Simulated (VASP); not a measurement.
# Ga (C2/c) in VASP: single point with BLYP

Aim: the single point of Ga with BLYP.

All numbers are computed with VASP 6.6.1; they aren't measurements. Logs are shortened: lines on timing, memory, paths and dates and some standing lists are left out, and cuts for length are marked.

### Step 1. The cell of the first run

The structure is monoclinic, space group C2/c (No. 15). The conventional cell has a = 2.895 Å, b = 8.366 Å, c = 3.617 Å, α = 90.00°, β = 90.18°, γ = 90.00°. Ga (site symmetry 2) has 10 Ga at 2.86 to 3.62 Å within 3.8 Å.

### Step 2. Single point, BLYP

Contents of INCAR:

```
PREC     = Accurate       # precision mode
ENCUT    = 520            # plane-wave cutoff, eV
EDIFF    = 1E-6           # SCF threshold, eV
ISMEAR   = -1             # smearing method
SIGMA    = 0.1            # smearing width, eV
LREAL    = False          # projectors in reciprocal space
LASPH    = True           # aspherical terms in the spheres
NELM     = 80             # most SCF steps
ALGO     = Normal         # electronic algorithm
ISIF     = 2              # what is computed and relaxed
LWAVE    = False          # write WAVECAR
LCHARG   = False          # write CHGCAR
GGA      = B5             # functional
ALDAX    = 1.0          
AGGAX    = 1.0          
AGGAC    = 1.0          
ALDAC    = 0.0          
NBANDS   = 20             # bands
```

Contents of KPOINTS:

```
regular mesh
0
Gamma
  12 12 10
```

Contents of POSCAR:

```
Ga
1.0
    1.4470974980     -4.1827966452      0.0227837405
    1.4470974980      4.1827966452      0.0227837405
   -0.0680356761      0.0000000000      3.6166481898
Ga
2
Direct
    0.8674099441      0.1325900559      0.2500000000
    0.1325900559      0.8674099441      0.7500000000
```

Potentials or basis: VASP PAW PBE potentials, release 64 (Ga_d).

Run with:

```console
cat potpaw_PBE.64/Ga_d/POTCAR > POTCAR
mpirun -np 1 vasp_std > vasp.out
```

OUTCAR:

```text
PREC = Accurate
   ENCUT = 520
   EDIFF = 1E-6
   ISMEAR = -1
   LREAL = False
   LASPH = True
   NELM = 80
   ISIF = 2
   GGA = B5

 ion  position               nearest neighbor table
   1  0.867  0.133  0.250-   2 2.86   2 2.86
   2  0.133  0.867  0.750-   1 2.86   1 2.86

  LATTYP: Found a base centered monoclinic cell.
 ALAT       =     2.8945536910
 B/A-ratio  =     2.8901150863
 C/A-ratio  =     1.2496876742
 COS(beta)  =    -0.0030664406

  Lattice vectors:

 A1 = (   1.4470974980,  -4.1827966452,   0.0227837405)
 A2 = (   1.4470974980,   4.1827966452,   0.0227837405)
 A3 = (  -0.0680356761,   0.0000000000,   3.6166481898)

Analysis of symmetry for initial positions (statically):
=====================================================================
 Subroutine PRICEL returns:
 Original cell was already a primitive cell.

 Routine SETGRP: Setting up the symmetry group for a
 base centered monoclinic supercell.

 Subroutine GETGRP returns: Found  4 space group operations
 (whereof  2 operations were pure point group operations)
 out of a pool of  4 trial point group operations.

The static configuration has the point symmetry S_2 .
 The point group associated with its full space group is C_2h.

Analysis of symmetry for dynamics (positions and initial velocities):
=====================================================================
 Subroutine PRICEL returns:
 Original cell was already a primitive cell.

 Routine SETGRP: Setting up the symmetry group for a
 base centered monoclinic supercell.

 Subroutine GETGRP returns: Found  4 space group operations
 (whereof  2 operations were pure point group operations)
 out of a pool of  4 trial point group operations.

The dynamic configuration has the point symmetry S_2 .
 The point group associated with its full space group is C_2h.

 Subroutine INISYM returns: Found  4 space group operations
 (whereof  2 operations are pure point group operations),
 and found     1 'primitive' translations

----------------------------------------------------------------------------------------

                                     Primitive cell

  volume of cell :      43.7955

  direct lattice vectors                    reciprocal lattice vectors
     1.447097498 -4.182796645  0.022783740     0.345416915 -0.119537248  0.006497915
     1.447097498  4.182796645  0.022783740     0.345416915  0.119537248  0.006497915
    -0.068035676  0.000000000  3.616648190    -0.004352035  0.000000000  0.276417239

  length of vectors
     4.426104161  4.426104161  3.617288070     0.365573825  0.365573825  0.276451497

  position of ions in fractional coordinates (direct lattice)
     0.867409944  0.132590056  0.250000000
     0.132590056  0.867409944  0.750000000

  ion indices of the primitive-cell ions
   primitive index   ion index
                 1           1
                 2           2

----------------------------------------------------------------------------------------

 KPOINTS: regular mesh

Automatic generation of k-mesh.
 Grid dimensions read from file:
 generate k-points for:   12   12   10

 Generating k-lattice:

  Cartesian coordinates                     Fractional coordinates (reciprocal lattice)
     0.028784743 -0.009961437  0.000541493     0.083333333 -0.000000000  0.000000000
     0.028784743  0.009961437  0.000541493    -0.000000000  0.083333333  0.000000000
    -0.000435203  0.000000000  0.027641724     0.000000000  0.000000000  0.100000000

  Length of vectors
     0.030464485  0.030464485  0.027645150

  Shift w.r.t. Gamma in fractional coordinates (k-lattice)
     0.000000000  0.000000000  0.000000000

 Subroutine IBZKPT returns following result:
 ===========================================

 Found    398 irreducible k-points:

 Following reciprocal coordinates:
            Coordinates               Weight
  0.000000  0.000000  0.000000      1.000000
  0.083333 -0.000000  0.000000      4.000000
  0.166667 -0.000000  0.000000      4.000000
  0.250000  0.000000  0.000000      4.000000
  0.333333 -0.000000 -0.000000      4.000000
  0.416667  0.000000  0.000000      4.000000
[... 16 lines left out ...]
  0.500000  0.166667  0.000000      4.000000
 -0.416667  0.166667  0.000000      4.000000
 [... further k-points ...]
   k-points           NKPTS =    398   k-points in BZ     NKDIM =    398   number of bands    NBANDS=     20
   number of dos      NEDOS =    301   number of ions     NIONS =      2
   total plane-waves  NPLWV =  36288
   dimension x,y,z NGX =    36 NGY =   36 NGZ =   28
   dimension x,y,z NGXF=    72 NGYF=   72 NGZF=   56
   ions per type =               2
   NGX,Y,Z   is equivalent  to a cutoff of  13.52, 13.52, 12.87 a.u.
   NGXF,Y,Z  is equivalent  to a cutoff of  27.04, 27.04, 25.74 a.u.
 SYSTEM =  unknown system
   PREC   = accura    normal or accurate (medium, high low for compatibility)
   ISTART =      0    job   : 0-new  1-cont  2-samecut
   ICHARG =      2    charge: 1-file 2-atom 10-const
   ISPIN  =      1    spin polarized calculation?
   LNONCOLLINEAR =      F non collinear calculations
   LSORBIT =      F    spin-orbit coupling
   LASPH  =      T    aspherical Exc in radial PAW
   ENCUT  =  520.0 eV  38.22 Ry    6.18 a.u.   8.23  8.23  6.73*2*pi/ulx,y,z
   NELM   =     80;   NELMIN=  2; NELMDL= -5     # of ELM steps
   EDIFF  = 0.1E-05   stopping-criterion for ELM
   LREAL  =      F    real-space projection
   EDIFFG = 0.1E-04   stopping-criterion for IOM
   NSW    =      0    number of steps for IOM
   IBRION =     -1    ionic relax: 0-MD 1-quasi-New 2-CG
   NFREE  =      0    steps in history (QN), initial steepest desc. (CG)
   ISIF   =      2    stress and relaxation
   ISYM   =      2    0-nonsym 1-usesym 2-fastsym
   POTIM  = 0.5000    time-step for ionic-motion
   TEBEG  =    0.0;   TEEND  =   0.0 temperature during run
   PSTRESS=    0.0 pullay stress
   NELECT =      26.0000    total number of electrons
   NUPDOWN=      -1.0000    fix difference up-down
   EMIN   =  10.00;   EMAX   =-10.00  energy-range for DOS
   EFERMI =   0.00;   METHOD = LEGACY
   ISMEAR =    -1;   SIGMA  =   0.10  broadening in eV -4-tet -1-fermi 0-gaus
   EFERMI_NEDOS =   21; number of points for ismear=-14 and -15
   IALGO  =     38    algorithm
   IMIX   =      4    mixing-type and parameters
     AMIX     =   0.40;   BMIX     =  1.00
     AMIX_MAG =   1.60;   BMIX_MAG =  1.00
  volume/ion in A,a.u.               =      21.90       147.77
  Fermi-wavevector in a.u.,A,eV,Ry     =   1.375908  2.600090 25.757509  1.893124
  Thomas-Fermi vector in A             =   2.501201
   LORBIT       =      0    0 simple, 1 ext, 2 COOP (PROOUT), +10 PAW based schemes
   GGA     = B5    functional components
   LHFCALC =     F    Hartree Fock is set to
   AEXX    =    0.0000 exact exchange contribution
   IVDW    =     0    specifies the selected vdW correction
   LEPSILON=     F    determine dielectric tensor
   LRPA    =     F    only Hartree local field effects (RPA)
 non-spin polarized calculation
  energy-cutoff  :      520.00
  volume of cell :       43.80
 maximum number of plane-waves:      1201
 NGX is ok and might be reduce to    36
   NGX = 17   NGY = 17   NGZ = 13

 number of electron      25.9999988 magnetization

 Free energy of the ion-electron system (eV)
  ---------------------------------------------------
  ext. energy  EPLUGINS =         0.00000000
  ---------------------------------------------------
  free energy    TOTEN  =        -4.31934321 eV

  energy without entropy =       -4.29088999  energy(sigma->0) =       -4.30511660

 E-fermi :   4.6451     XC(G=0):  -9.6674

 val. band max:        4.6294546575   @ k =   0.1667  -0.0000   0.0000
 cond. band min:       4.6518964702   @ k =   0.3333   0.0833   0.5000
 fundamental gap:      0.0224418127
 Fermi energy:         4.6451289585

 k-point     1 :       0.0000    0.0000    0.0000
  band No.  band energies     occupation
      1     -10.4092      2.00000
      2     -10.3878      2.00000
      3     -10.3730      2.00000
      4     -10.3467      2.00000
      5     -10.1725      2.00000
      6     -10.1651      2.00000
[... 12 lines left out ...]
     19      14.0807      0.00000
     20      16.8638      0.00000

 k-point     2 :       0.0833   -0.0000    0.0000
  band No.  band energies     occupation
      1     -10.4053      2.00000
      2     -10.3775      2.00000
      3     -10.3584      2.00000
      4     -10.3327      2.00000
      5     -10.1814      2.00000
      6     -10.1729      2.00000
[... 12 lines left out ...]
     19      13.9933      0.00000
     20      17.1162      0.00000

 k-point     3 :       0.1667   -0.0000    0.0000
  band No.  band energies     occupation
      1     -10.3950      2.00000
      2     -10.3550      2.00000
      3     -10.3261      2.00000
      4     -10.2847      2.00000
      5     -10.2059      2.00000
      6     -10.1943      2.00000
[... 12 lines left out ...]
     19      14.0904      0.00000
     20      17.7947      0.00000

 k-point     4 :       0.2500    0.0000    0.0000
  band No.  band energies     occupation
      1     -10.3818      2.00000
      2     -10.3344      2.00000
      3     -10.2840      2.00000
      4     -10.2489      2.00000
      5     -10.2404      2.00000
      6     -10.1901      2.00000
[... 12 lines left out ...]
     19      14.1801      0.00000
     20      18.1287      0.00000

 k-point     5 :       0.3333   -0.0000   -0.0000
  band No.  band energies     occupation
      1     -10.3702      2.00000
      2     -10.3215      2.00000
      3     -10.2759      2.00000
      4     -10.2723      2.00000
      5     -10.2563      2.00000
      6     -10.1978      2.00000
[... 12 lines left out ...]
     19      14.1269      0.00000
     20      16.3535      0.00000
[... 353 lines left out ...]
      6     -10.2224      2.00000
[... 12 lines left out ...]
     19      13.9864      0.00000
     20      14.6157      0.00000

 k-point    22 :       0.4167    0.1667    0.0000
  band No.  band energies     occupation
      1     -10.3600      2.00000
      2     -10.3294      2.00000
      3     -10.2906      2.00000
      4     -10.2781      2.00000
      5     -10.2331      2.00000
      6     -10.2076      2.00000
[... 12 lines left out ...]
     19      13.8615      0.00000
     20      15.4076      0.00000

 k-point    23 :       0.5000    0.1667    0.0000
  band No.  band energies     occupation
      1     -10.3472      2.00000
      2     -10.3173      2.00000
      3     -10.2830      2.00000
      4     -10.2741      2.00000
      5     -10.2405      2.00000
      6     -10.1916      2.00000
[... 12 lines left out ...]
     19      13.7922      0.00000
     20      15.2837      0.00000

 k-point    24 :      -0.4167    0.1667    0.0000
  band No.  band energies     occupation
      1     -10.3468      2.00000
      2     -10.3185      2.00000
      3     -10.2955      2.00000
      4     -10.2589      2.00000
      5     -10.2494      2.00000
      6     -10.1936      2.00000
[... 12 lines left out ...]
     19      13.1152      0.00000
     20      16.7899      0.00000

 [... further k-points ...]
[... 5 lines left out ...]
  --------------------------------------------------------------------------------------
  -------------------------------------------------------------------------------------
  Total       -0.0065456     -0.0039280     -0.0065013      0.0000000      0.0000000      0.0027826
  in kB       -0.2394597     -0.1436996     -0.2378395      0.0000000      0.0000000      0.1017960
  external PRESSURE =      -0.2069996 kB  Pullay stress =       0.0000000 kB

 VOLUME and BASIS-vectors are now :
 -----------------------------------------------------------------------------
  energy-cutoff  :      520.00
  volume of cell :       43.80
      direct lattice vectors                 reciprocal lattice vectors
     1.447097498 -4.182796645  0.022783740     0.345416915 -0.119537248  0.006497915
     1.447097498  4.182796645  0.022783740     0.345416915  0.119537248  0.006497915
    -0.068035676  0.000000000  3.616648190    -0.004352035  0.000000000  0.276417239

 POSITION                                       TOTAL-FORCE (eV/Angst)
 -----------------------------------------------------------------------------------
      1.43009     -3.07360      0.92695        -0.000000      0.003065     -0.000000
      1.39607      3.07360      2.73527         0.000000     -0.003065      0.000000
 -----------------------------------------------------------------------------------
    total drift:                               -0.000000     -0.000000     -0.000000

  FREE ENERGIE OF THE ION-ELECTRON SYSTEM (eV)
  ---------------------------------------------------
  free  energy   TOTEN  =        -4.3193432100 eV

  energy  without entropy=       -4.2908899941  energy(sigma->0) =       -4.30511660
```

Run time: 7.2 min. Hardware: 1 thread of Oxide Virtual Turin-like, shared host; peak memory 0.36 GiB.

Results:

```
Free energy            : -4.3193 eV
Pressure               : 0.0 GPa
Largest force          : 0.003 eV/Å
Band gap on the k mesh : zero (bands 13 and 14 overlap by 6.50 eV)
```

Forces on the atoms (eV/Å):
```
Ga   0.000  0.003  0.000
Ga   0.000 -0.003  0.000
```

Caveat: the PAW data sets were made with another functional, which shifts forces and pressure a little.

The gap in the log of VASP goes by the Fermi energy; the results here count the filled bands.